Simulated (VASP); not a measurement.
# NaPd (Cmcm) in VASP: notebook

Runs on NaPd. Level: PBE. Tasks: single point, relaxation of cell and atoms.

Program: VASP 6.6.1. These are calculated values, not measurements. Logs are shortened: lines on timing, memory, paths and dates and some standing lists are left out, and cuts for length are marked.

**1. The cell of the first run**

Symmetry: Cmcm, No. 63, orthorhombic system. Conventional cell: a = 4.170 Å, b = 10.189 Å, c = 4.390 Å, α = 90.00°, β = 90.00°, γ = 90.00°. Na (site symmetry m2m) has 7 Pd at 2.96 to 3.11 Å and 6 Na at 3.57 to 3.79 Å within 3.9 Å. Within 3.4 Å of Pd (site symmetry m2m) lie 2 Pd at 2.59 Å and 7 Na at 2.96 to 3.11 Å.

**2. Single point, PBE**

INCAR reads:

```
SYSTEM = NaPd
  ALGO = Normal
  EDIFF = 1E-7
  ENCUT = 520
  GGA = PE
  ISIF = 2
  ISMEAR = 0
  LASPH = .True.
  LCHARG = .False.
  LREAL = .False.
  LWAVE = .False.
  NBANDS = 25
  NELM = 80
  PREC = Accurate
  SIGMA = 0.1
```

KPOINTS reads:

```
k-points
0
Gamma
  6 6 6
  0 0 0
```

POSCAR reads:

```
NaPd
1.0
    2.0849511376     -5.0944289933      0.0000000000
    2.0849511376      5.0944289933      0.0000000000
    0.0000000000      0.0000000000      4.3898953038
Na Pd
2 2
Direct
    0.8618957152      0.1381042848      0.7500000000
    0.1381042848      0.8618957152      0.2500000000
    0.5676031487      0.4323968513      0.7500000000
    0.4323968513      0.5676031487      0.2500000000
```

Potentials or basis: VASP PAW PBE potentials, release 64 (Na_pv, Pd).

On the command line:

```
$ cat potpaw_PBE.64/Na_pv/POTCAR potpaw_PBE.64/Pd/POTCAR > POTCAR
$ mpirun -np 1 vasp_std > vasp.out
```

OUTCAR:

```text
SYSTEM = NaPd
   EDIFF = 1E-7
   ENCUT = 520
   GGA = PE
   ISIF = 2
   ISMEAR = 0
   LASPH = .True.
   LREAL = .False.
   NELM = 80
   PREC = Accurate

 ion  position               nearest neighbor table
   1  0.862  0.138  0.750-   3 2.96   3 2.96   3 3.00   4 3.11   4 3.11   4 3.11   4 3.11
   2  0.138  0.862  0.250-   4 2.96   4 2.96   4 3.00   3 3.11   3 3.11   3 3.11   3 3.11
   3  0.568  0.432  0.750-   4 2.59   4 2.59   1 2.96   1 2.96   1 3.00   2 3.11   2 3.11   2 3.11
                             2 3.11
   4  0.432  0.568  0.250-   3 2.59   3 2.59   2 2.96   2 2.96   2 3.00   1 3.11   1 3.11   1 3.11
                             1 3.11

  LATTYP: Found a base centered orthorhombic cell.
 ALAT       =     4.1699022752
 B/A-ratio  =     2.4434284821
 C/A-ratio  =     1.0527573583

  Lattice vectors:

 A1 = (   2.0849511376,  -5.0944289933,   0.0000000000)
 A2 = (   2.0849511376,   5.0944289933,   0.0000000000)
 A3 = (   0.0000000000,   0.0000000000,   4.3898953038)

Analysis of symmetry for initial positions (statically):
=====================================================================
 Subroutine PRICEL returns:
 Original cell was already a primitive cell.

 Routine SETGRP: Setting up the symmetry group for a
 base centered orthorhombic supercell.

 Subroutine GETGRP returns: Found  8 space group operations
 (whereof  4 operations were pure point group operations)
 out of a pool of  8 trial point group operations.

The static configuration has the point symmetry C_2h.
 The point group associated with its full space group is D_2h.

Analysis of symmetry for dynamics (positions and initial velocities):
=====================================================================
 Subroutine PRICEL returns:
 Original cell was already a primitive cell.

 Routine SETGRP: Setting up the symmetry group for a
 base centered orthorhombic supercell.

 Subroutine GETGRP returns: Found  8 space group operations
 (whereof  4 operations were pure point group operations)
 out of a pool of  8 trial point group operations.

The dynamic configuration has the point symmetry C_2h.
 The point group associated with its full space group is D_2h.

 Subroutine INISYM returns: Found  8 space group operations
 (whereof  4 operations are pure point group operations),
 and found     1 'primitive' translations

----------------------------------------------------------------------------------------

                                     Primitive cell

  volume of cell :      93.2557

  direct lattice vectors                    reciprocal lattice vectors
     2.084951138 -5.094428993  0.000000000     0.239813774 -0.098146426  0.000000000
     2.084951138  5.094428993  0.000000000     0.239813774  0.098146426  0.000000000
     0.000000000  0.000000000  4.389895304     0.000000000  0.000000000  0.227795865

  length of vectors
     5.504564289  5.504564289  4.389895304     0.259120372  0.259120372  0.227795865

  position of ions in fractional coordinates (direct lattice)
     0.861895715  0.138104285  0.750000000
     0.138104285  0.861895715  0.250000000
     0.567603149  0.432396851  0.750000000
     0.432396851  0.567603149  0.250000000

  ion indices of the primitive-cell ions
   primitive index   ion index
                 1           1
                 2           2
                 3           3
                 4           4

----------------------------------------------------------------------------------------

 KPOINTS: k-points

Automatic generation of k-mesh.
 Grid dimensions read from file:
 generate k-points for:    6    6    6

 Generating k-lattice:

  Cartesian coordinates                     Fractional coordinates (reciprocal lattice)
     0.039968962 -0.016357738  0.000000000     0.166666667  0.000000000  0.000000000
     0.039968962  0.016357738  0.000000000     0.000000000  0.166666667  0.000000000
     0.000000000  0.000000000  0.037965978     0.000000000  0.000000000  0.166666667

  Length of vectors
     0.043186729  0.043186729  0.037965978

  Shift w.r.t. Gamma in fractional coordinates (k-lattice)
     0.000000000  0.000000000  0.000000000

 Subroutine IBZKPT returns following result:
 ===========================================

 Found     52 irreducible k-points:

 Following reciprocal coordinates:
            Coordinates               Weight
  0.000000  0.000000  0.000000      1.000000
  0.166667 -0.000000  0.000000      4.000000
  0.333333 -0.000000  0.000000      4.000000
  0.500000  0.000000  0.000000      2.000000
  0.166667  0.166667  0.000000      2.000000
  0.333333  0.166667  0.000000      4.000000
[... 16 lines left out ...]
  0.333333  0.333333  0.166667      4.000000
  0.500000  0.333333  0.166667      8.000000
 [... further k-points ...]
   k-points           NKPTS =     52   k-points in BZ     NKDIM =     52   number of bands    NBANDS=     25
   number of dos      NEDOS =    301   number of ions     NIONS =      4
   total plane-waves  NPLWV =  63504
   dimension x,y,z NGX =    42 NGY =   42 NGZ =   36
   dimension x,y,z NGXF=    84 NGYF=   84 NGZF=   72
   ions per type =               2   2
   NGX,Y,Z   is equivalent  to a cutoff of  12.68, 12.68, 13.63 a.u.
   NGXF,Y,Z  is equivalent  to a cutoff of  25.37, 25.37, 27.27 a.u.
 SYSTEM =  NaPd
   PREC   = accura    normal or accurate (medium, high low for compatibility)
   ISTART =      0    job   : 0-new  1-cont  2-samecut
   ICHARG =      2    charge: 1-file 2-atom 10-const
   ISPIN  =      1    spin polarized calculation?
   LNONCOLLINEAR =      F non collinear calculations
   LSORBIT =      F    spin-orbit coupling
   LASPH  =      T    aspherical Exc in radial PAW
   ENCUT  =  520.0 eV  38.22 Ry    6.18 a.u.  10.23 10.23  8.16*2*pi/ulx,y,z
   NELM   =     80;   NELMIN=  2; NELMDL= -5     # of ELM steps
   EDIFF  = 0.1E-06   stopping-criterion for ELM
   LREAL  =      F    real-space projection
   EDIFFG = 0.1E-05   stopping-criterion for IOM
   NSW    =      0    number of steps for IOM
   IBRION =     -1    ionic relax: 0-MD 1-quasi-New 2-CG
   NFREE  =      0    steps in history (QN), initial steepest desc. (CG)
   ISIF   =      2    stress and relaxation
   ISYM   =      2    0-nonsym 1-usesym 2-fastsym
   POTIM  = 0.5000    time-step for ionic-motion
   TEBEG  =    0.0;   TEEND  =   0.0 temperature during run
   PSTRESS=    0.0 pullay stress
   NELECT =      34.0000    total number of electrons
   NUPDOWN=      -1.0000    fix difference up-down
   EMIN   =  10.00;   EMAX   =-10.00  energy-range for DOS
   EFERMI =   0.00;   METHOD = LEGACY
   ISMEAR =     0;   SIGMA  =   0.10  broadening in eV -4-tet -1-fermi 0-gaus
   EFERMI_NEDOS =   21; number of points for ismear=-14 and -15
   IALGO  =     38    algorithm
   IMIX   =      4    mixing-type and parameters
     AMIX     =   0.40;   BMIX     =  1.00
     AMIX_MAG =   1.60;   BMIX_MAG =  1.00
  volume/ion in A,a.u.               =      23.31       157.33
  Fermi-wavevector in a.u.,A,eV,Ry     =   1.169524  2.210081 18.609876  1.367787
  Thomas-Fermi vector in A             =   2.305996
   LORBIT       =      0    0 simple, 1 ext, 2 COOP (PROOUT), +10 PAW based schemes
   GGA     = PE    functional components
   LHFCALC =     F    Hartree Fock is set to
   AEXX    =    0.0000 exact exchange contribution
   IVDW    =     0    specifies the selected vdW correction
   LEPSILON=     F    determine dielectric tensor
   LRPA    =     F    only Hartree local field effects (RPA)
 non-spin polarized calculation
 Gauss-broadening in eV      SIGMA  =   0.10
  energy-cutoff  :      520.00
  volume of cell :       93.26
 maximum number of plane-waves:      2532
 NGX is ok and might be reduce to    42
   NGX = 21   NGY = 21   NGZ = 17

 number of electron      34.0000008 magnetization

 Free energy of the ion-electron system (eV)
  ---------------------------------------------------
  ext. energy  EPLUGINS =         0.00000000
  ---------------------------------------------------
  free energy    TOTEN  =       -12.66044772 eV

  energy without entropy =      -12.65016420  energy(sigma->0) =      -12.65530596

 E-fermi :   2.5344     XC(G=0):  -8.9281

 val. band max:        2.5302955247   @ k =   0.5000   0.5000   0.5000
 cond. band min:       2.5407714575   @ k =   0.1667  -0.0000   0.5000
 fundamental gap:      0.0104759328
 Fermi energy:         2.5343861785

 k-point     1 :       0.0000    0.0000    0.0000
  band No.  band energies     occupation
      1     -20.8275      2.00000
      2     -20.8183      2.00000
      3     -20.8038      2.00000
      4     -20.7990      2.00000
      5     -20.7985      2.00000
      6     -20.7981      2.00000
[... 17 lines left out ...]
     24      11.3493      0.00000
     25      11.6578      0.00000

 k-point     2 :       0.1667   -0.0000    0.0000
  band No.  band energies     occupation
      1     -20.8267      2.00000
      2     -20.8174      2.00000
      3     -20.8065      2.00000
      4     -20.8003      2.00000
      5     -20.7999      2.00000
      6     -20.7980      2.00000
[... 17 lines left out ...]
     24      12.6795      0.00000
     25      12.7420      0.00000

 k-point     3 :       0.3333   -0.0000    0.0000
  band No.  band energies     occupation
      1     -20.8250      2.00000
      2     -20.8152      2.00000
      3     -20.8117      2.00000
      4     -20.8031      2.00000
      5     -20.8020      2.00000
      6     -20.7986      2.00000
[... 552 lines left out ...]
 k-point    23 :       0.3333    0.3333    0.1667
  band No.  band energies     occupation
      1     -20.8227      2.00000
      2     -20.8175      2.00000
      3     -20.8110      2.00000
      4     -20.8045      2.00000
      5     -20.8020      2.00000
      6     -20.7997      2.00000
[... 17 lines left out ...]
     24      11.3560      0.00000
     25      12.8896      0.00000

 k-point    24 :       0.5000    0.3333    0.1667
  band No.  band energies     occupation
      1     -20.8230      2.00000
      2     -20.8165      2.00000
      3     -20.8086      2.00000
      4     -20.8049      2.00000
      5     -20.8008      2.00000
      6     -20.7978      2.00000
[... 17 lines left out ...]
     24      12.0048      0.00000
     25      12.2252      0.00000

 [... further k-points ...]

------------------------ aborting loop because EDIFF is reached ----------------------------------------

  FORCE on cell =-STRESS in cart. coord.  units (eV):
  Direction    XX          YY          ZZ          XY          YZ          ZX
  --------------------------------------------------------------------------------------
  -------------------------------------------------------------------------------------
  Total       -0.0163843     -0.0766608     -0.1425461      0.0000000      0.0000000      0.0000000
  in kB       -0.2814903     -1.3170692     -2.4490093      0.0000000      0.0000000      0.0000000
  external PRESSURE =      -1.3491896 kB  Pullay stress =       0.0000000 kB

 VOLUME and BASIS-vectors are now :
 -----------------------------------------------------------------------------
  energy-cutoff  :      520.00
  volume of cell :       93.26
      direct lattice vectors                 reciprocal lattice vectors
     2.084951138 -5.094428993  0.000000000     0.239813774 -0.098146426  0.000000000
     2.084951138  5.094428993  0.000000000     0.239813774  0.098146426  0.000000000
     0.000000000  0.000000000  4.389895304     0.000000000  0.000000000  0.227795865

 POSITION                                       TOTAL-FORCE (eV/Angst)
 -----------------------------------------------------------------------------------
      2.08495     -3.68730      3.29242         0.000000      0.009895     -0.000000
      2.08495      3.68730      1.09747         0.000000     -0.009895      0.000000
      2.08495     -0.68880      3.29242         0.000000      0.047274      0.000000
      2.08495      0.68880      1.09747         0.000000     -0.047274     -0.000000
 -----------------------------------------------------------------------------------
    total drift:                                0.000000      0.000000     -0.000000

  FREE ENERGIE OF THE ION-ELECTRON SYSTEM (eV)
  ---------------------------------------------------
  free  energy   TOTEN  =       -12.6604477199 eV

  energy  without entropy=      -12.6501642035  energy(sigma->0) =      -12.65530596
```

Run time: 54 s. Hardware: 1 thread of Intel Xeon 6975P-C (Granite Rapids), shared host; peak memory 0.29 GiB.

Results:

```yaml
Free_energy: -12.6604 eV
Pressure: -0.1 GPa
Largest_force: 0.047 eV/Å
Band_gap_on_the_k_mesh: zero (bands 17 and 18 overlap by 1.21 eV)
```

Forces on the atoms (eV/Å):
```
Na   0.000  0.010  0.000
Na   0.000 -0.010  0.000
Pd   0.000  0.047  0.000
Pd   0.000 -0.047  0.000
```

Stress tensor (GPa, compression positive):
```
-0.03  0.00  0.00
 0.00 -0.13  0.00
 0.00  0.00 -0.24
```

**3. Relaxation of cell and atoms, PBE**

This run uses another cell than the first one, of 17.17 Å³/atom.

INCAR reads:

```
SYSTEM = NaPd
PREC     = Accurate       ! precision mode
ENCUT    = 600            ! plane-wave cutoff, eV
EDIFF    = 1E-7           ! SCF threshold, eV
ISMEAR   = 0              ! smearing method
SIGMA    = 0.1            ! smearing width, eV
LREAL    = .False.        ! projectors in reciprocal space
LASPH    = .True.         ! aspherical terms in the spheres
NELM     = 100            ! most SCF steps
ALGO     = Normal         ! electronic algorithm
ISIF     = 3              ! what is computed and relaxed
LWAVE    = .False.        ! write WAVECAR
LCHARG   = .False.        ! write CHGCAR
GGA      = PE             ! functional
IBRION   = 2              ! ionic algorithm
NSW      = 90             ! ionic steps
EDIFFG   = -0.04          ! ionic threshold
```

KPOINTS reads:

```
regular mesh
0
Gamma
  6 6 6
  0 0 0
```

POSCAR reads:

```
NaPd
1.0
    1.8710586083     -4.9368134226      0.0000000000
    1.8710586083      4.9368134226      0.0000000000
    0.0000000000      0.0000000000      3.7168326408
Na Pd
2 2
Direct
    0.8540000000      0.1460000000      0.7500000000
    0.1460000000      0.8540000000      0.2500000000
    0.5500000000      0.4500000000      0.7500000000
    0.4500000000      0.5500000000      0.2500000000
```

Potentials or basis: VASP PAW PBE potentials, release 64 (Na_pv, Pd).

On the command line:

```
$ cat potpaw_PBE.64/Na_pv/POTCAR potpaw_PBE.64/Pd/POTCAR > POTCAR
$ mpirun -np 1 vasp_std > vasp.out
```

It took 13 min on 1 thread of Intel Xeon 6975P-C (Granite Rapids), shared host; peak memory 0.28 GiB.

The run converged. Its results:

- Free energy: -13.0857 eV
- Relaxed volume: 19.42 Å³/atom
- Relaxed cell: a = 5.746 Å, b = 5.746 Å, c = 4.796 Å, α = 90.00°, β = 90.00°, γ = 150.62°
- Space group after relaxing (to 0.1 Å): Cmcm (No. 63)
- Energy gained by relaxing: 964.8 meV/atom
- Ionic steps: 29
- Pressure after relaxing: 0.0 GPa
- Largest force after relaxing: 0.030 eV/Å
- Band gap on the k mesh: zero (bands 17 and 18 overlap by 3.21 eV)

Forces in eV/Å, atoms in the order of the input:
```
Na   0.000  0.005  0.000
Na   0.000 -0.005  0.000
Pd   0.000  0.030  0.000
Pd   0.000 -0.030  0.000
```

Stress tensor (GPa, compression positive):
```
-0.09  0.00  0.00
 0.00  0.23  0.00
 0.00  0.00 -0.22
```

The path:
| step | energy change (eV) | largest force (eV/Å) | pressure (GPa) | volume (Å³) |
| --- | --- | --- | --- | --- |
| 1 | 0.0000 | 7.2365 | 39.67 | 68.67 |
| 2 | -2.3536 | 0.8063 | -5.84 | 118.24 |
| 3 | -3.4205 | 0.1372 | -0.66 | 90.53 |
| 4 | -3.4221 | 0.1277 | -0.41 | 90.06 |
| 5 | -3.4224 | 0.1178 | -0.14 | 89.60 |
| 6 | -3.4283 | 0.0896 | -0.06 | 89.25 |
| 7 | -3.4442 | 0.0318 | 0.15 | 88.19 |
| 8 | -3.4685 | 0.2336 | 0.68 | 85.99 |
| 9 | -3.3994 | 0.8796 | 2.87 | 81.28 |
| 10 | -3.4719 | 0.2912 | 0.84 | 85.44 |
| 11 | -3.4750 | 0.3039 | 0.81 | 85.39 |
| 12 | -3.4838 | 0.3427 | 0.73 | 85.23 |
| 13 | -3.4987 | 0.4236 | 0.60 | 84.87 |
| 14 | -3.5137 | 0.5995 | 0.49 | 84.04 |
| 15 | -3.5400 | 0.5986 | 0.12 | 84.07 |
| 16 | -3.6039 | 0.5893 | -0.78 | 83.99 |
| 17 | -3.6189 | 0.5369 | -1.33 | 83.03 |
| 18 | -3.6377 | 0.5686 | -1.30 | 83.68 |
| 19 | -3.6921 | 0.5061 | -1.03 | 82.29 |
| 20 | -3.7566 | 0.3927 | 0.06 | 79.09 |
| 21 | -3.7589 | 0.3729 | 0.41 | 78.30 |
| 22 | -3.7828 | 0.3003 | 0.06 | 78.58 |
| 23 | -3.8228 | 0.2240 | -0.78 | 79.40 |
| 24 | -3.8261 | 0.2283 | -1.01 | 79.69 |
| 25 | -3.8434 | 0.0926 | 0.27 | 77.53 |
| 26 | -3.8437 | 0.0699 | 0.47 | 77.20 |
| 27 | -3.8546 | 0.0491 | 0.22 | 77.40 |
| 28 | -3.8573 | 0.0318 | 0.04 | 77.54 |
| 29 | -3.8591 | 0.0300 | -0.03 | 77.68 |

Final structure:
```
CELL_PARAMETERS angstrom
1.45707 -5.55861 0.00000
1.45707 5.55861 0.00000
0.00000 0.00000 4.79577
ATOMIC_POSITIONS crystal
Na 0.83275 0.16725 0.75000
Na 0.16725 0.83275 0.25000
Pd 0.55929 0.44071 0.75000
Pd 0.44071 0.55929 0.25000
```

Levels at points of the mesh, in eV from the Fermi level:
```tsv
k point	band 14	band 15	band 16	band 17	band 18	band 19	band 20	band 21
(0.00, 0.00, 0.00)	-1.23	-0.84	-0.71	-0.26	0.86	1.75	1.97	5.49
(0.50, 0.00, 0.00)	-1.15	-1.04	-0.05	0.83	2.51	3.33	4.35	5.85
(0.50, 0.50, 0.00)	-1.23	-1.20	-0.85	-0.70	-0.25	2.90	4.36	5.10
(0.00, 0.00, 0.50)	-1.10	-0.61	-0.61	-0.43	-0.43	1.96	1.96	4.80
(0.50, 0.00, 0.50)	-1.35	-0.22	-0.22	2.71	2.71	3.45	3.45	4.37
(0.50, 0.50, 0.50)	-1.09	-1.09	-1.09	-0.44	-0.44	0.38	0.38	8.27
```

Caveat: a cell axis changed by over 15 % at a fixed basis, so the end point is rough.

(Part 1 of 2 ends here.)
